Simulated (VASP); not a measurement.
# Rb (Im-3m) in VASP: further runs, part 2 of 2

VASP 6.6.1. Earlier steps stand in the parts before.

## (4) Single point, PBE

This run uses another cell than the first one, of 91.36 Å³/atom, 1.046 times its volume.

INCAR

```
PREC = Accurate ; ENCUT = 520
EDIFF = 1E-7 ; ISMEAR = 0
SIGMA = 0.05 ; LREAL = F
LASPH = T ; NELM = 60
ALGO = Fast ; ISIF = 2
LWAVE = F ; LCHARG = F
GGA = PE ; NBANDS = 10
```

KPOINTS

```
regular mesh
0
Gamma
  10 10 10
```

POSCAR

```
Rb
1.0
   -2.8372111260      2.8372111260      2.8372111260
    2.8372111260     -2.8372111260      2.8372111260
    2.8372111260      2.8372111260     -2.8372111260
Rb
1
Direct
    0.0000000000      0.0000000000      0.0000000000
```

Potentials or basis: VASP PAW PBE potentials, release 64 (Rb_sv).

Run with:

```sh
cat potpaw_PBE.64/Rb_sv/POTCAR > POTCAR
mpirun -np 1 vasp_std > vasp.out
```

OUTCAR:

```text
PREC = Accurate
   ENCUT = 520
   EDIFF = 1E-7
   ISMEAR = 0
   LREAL = F
   LASPH = T
   NELM = 60
   ISIF = 2
   GGA = PE

 ion  position               nearest neighbor table
   1  0.000  0.000  0.000-

  LATTYP: Found a body centered cubic cell.
 ALAT       =     5.6744222520

  Lattice vectors:

 A1 = (  -2.8372111260,   2.8372111260,   2.8372111260)
 A2 = (   2.8372111260,  -2.8372111260,   2.8372111260)
 A3 = (   2.8372111260,   2.8372111260,  -2.8372111260)

Analysis of symmetry for initial positions (statically):
=====================================================================
 Subroutine PRICEL returns:
 Original cell was already a primitive cell.

 Routine SETGRP: Setting up the symmetry group for a
 body centered cubic supercell.

 Subroutine GETGRP returns: Found 48 space group operations
 (whereof 48 operations were pure point group operations)
 out of a pool of 48 trial point group operations.

The static configuration has the point symmetry O_h .

Analysis of symmetry for dynamics (positions and initial velocities):
[... 165 lines left out ...]

 k-point     1 :       0.0000    0.0000    0.0000
  band No.  band energies     occupation
      1     -28.9017      2.00000
      2     -12.9443      2.00000
      3     -12.9443      2.00000
      4     -12.9443      2.00000
      5      -1.9638      2.00000
      6       3.6784      0.00000
      7       3.6784      0.00000
      8       3.6784      0.00000
      9       4.6088      0.00000
     10       4.6088      0.00000
[... 287 lines left out ...]
 k-point    24 :      -0.3000    0.3000    0.1000
  band No.  band energies     occupation
      1     -28.8987      2.00000
      2     -13.0052      2.00000
      3     -12.9684      2.00000
      4     -12.9514      2.00000
      5      -0.8630      2.00000
      6       2.1183      0.00000
      7       2.9065      0.00000
      8       3.7551      0.00000
      9       4.6116      0.00000
     10       5.0313      0.00000

 [... further k-points ...]

------------------------ aborting loop because EDIFF is reached ----------------------------------------

  FORCE on cell =-STRESS in cart. coord.  units (eV):
  Direction    XX          YY          ZZ          XY          YZ          ZX
  --------------------------------------------------------------------------------------
  -------------------------------------------------------------------------------------
  Total       -0.0020326     -0.0020326     -0.0020326      0.0000000      0.0000000     -0.0000000
  in kB       -0.0356477     -0.0356477     -0.0356477      0.0000000      0.0000000     -0.0000000
  external PRESSURE =      -0.0356477 kB  Pullay stress =       0.0000000 kB

 VOLUME and BASIS-vectors are now :
 -----------------------------------------------------------------------------
  energy-cutoff  :      520.00
  volume of cell :       91.36
      direct lattice vectors                 reciprocal lattice vectors
    -2.837211126  2.837211126  2.837211126     0.000000000  0.176229395  0.176229395
     2.837211126 -2.837211126  2.837211126     0.176229395  0.000000000  0.176229395
     2.837211126  2.837211126 -2.837211126     0.176229395  0.176229395  0.000000000

 POSITION                                       TOTAL-FORCE (eV/Angst)
 -----------------------------------------------------------------------------------
      0.00000      0.00000      0.00000        -0.000000      0.000000      0.000000
 -----------------------------------------------------------------------------------
    total drift:                                0.000000     -0.000000     -0.000000

  FREE ENERGIE OF THE ION-ELECTRON SYSTEM (eV)
  ---------------------------------------------------
  free  energy   TOTEN  =        -0.9333413317 eV

  energy  without entropy=       -0.9312588169  energy(sigma->0) =       -0.93230007
```

OSZICAR:

```text
N       E                     dE             d eps       ncg     rms          rms(c)
DAV:   1     0.423717164805E+02    0.42372E+02   -0.32926E+03   940   0.652E+02
DAV:   2     0.182732141522E+01   -0.40544E+02   -0.39745E+02  1040   0.126E+02
DAV:   3    -0.807738938769E+00   -0.26351E+01   -0.26245E+01  1216   0.320E+01
DAV:   4    -0.929861474257E+00   -0.12212E+00   -0.12163E+00  1382   0.593E+00
DAV:   5    -0.931679793062E+00   -0.18183E-02   -0.18181E-02  1274   0.661E-01    0.123E+00
RMM:   6    -0.932245485304E+00   -0.56569E-03   -0.14186E-03  1045   0.238E-01    0.751E-01
RMM:   7    -0.933223030694E+00   -0.97755E-03   -0.33485E-03  1081   0.354E-01    0.476E-02
RMM:   8    -0.933336148953E+00   -0.11312E-03   -0.20722E-04  1248   0.942E-02    0.668E-03
RMM:   9    -0.933339659409E+00   -0.35105E-05   -0.42732E-05  1540   0.334E-02    0.541E-03
RMM:  10    -0.933340912672E+00   -0.12533E-05   -0.82363E-06  1622   0.148E-02    0.352E-03
RMM:  11    -0.933341123268E+00   -0.21060E-06   -0.32570E-06  1596   0.785E-03    0.139E-03
RMM:  12    -0.933341253590E+00   -0.13032E-06   -0.99800E-07  1430   0.453E-03    0.527E-04
RMM:  13    -0.933341331671E+00   -0.78081E-07   -0.38580E-07  1285   0.292E-03
   1 F= -.93334133E+00 E0= -.93230007E+00  d E =-.208251E-02
```

Wall time 50 s (1 thread of Intel Xeon Platinum 8488C (Sapphire Rapids), shared host); peak memory 0.24 GiB.

What came out:

```yaml
Free_energy: -0.9333 eV
Pressure: 0.0 GPa
```

## (5) Overview

```csv
cell,further INCAR settings,gap on the mesh (eV),pressure (GPa)
"a = 4.841 Å, angles 109.5°, 1 atom",ALGO = Fast; EDIFF = 1e-06; NBANDS = 10,none,0.1
"a = 4.848 Å, angles 109.5°, 1 atom",ALGO = Fast; EDIFF = 1e-06; NBANDS = 10,none,0.1
"a = 4.914 Å, angles 109.5°, 1 atom",ALGO = Fast; EDIFF = 1e-07; NBANDS = 10,none,0.0
```

Alike in all rows: task single point; level PBE; potentials or basis VASP PAW PBE potentials, release 64 (Rb_sv); no spin polarisation; k mesh 10 × 10 × 10; cutoff (eV) 520; smearing gaussian 0.05 eV.

Total energies depend on the potentials used, so only differences within one code and one set of settings carry meaning.
